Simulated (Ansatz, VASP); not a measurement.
**Au: VASP beside Ansatz**

```
Au
1.0
     2.07895    2.07895    0.00000
    -2.07895    2.07895    0.00000
     0.00000    0.00000    4.24105
Au
2
Direct
  0.00000 0.00000 0.00000
  0.50000 0.50000 0.50000
```

Change from the starting cell: strain along c alone, the other axes held, atoms relaxed: +2.0 %.

Alike in both runs: task single point; functional PBE; k mesh 18 × 18 × 12; occupations gaussian, width 0.1 eV; no spin polarisation.

```csv
,VASP,Ansatz
version,VASP 6.6.1,Ansatz 0.2.0
potentials or method,"VASP PAW PBE potentials, release 64 (Au), cutoff 520 eV","scalar-relativistic, plane waves, PAW"
valence electrons in the cell,22,38
```

```tsv
	VASP	Ansatz	Ansatz less VASP
gap on the k mesh at the Fermi level (eV)	none	none	-
pressure (GPa)	-2.7	-2.6	+0.13
traceless stress, the component that is largest in VASP (GPa)	-0.43	-0.43	0.000
```

A gap of «none» marks a metal or a gap that the smearing closes. VASP's potentials hold 22 valence electrons a cell and Ansatz's 38, so a difference there can come from the potentials and not from the codes.

Spin-orbit coupling is off throughout.
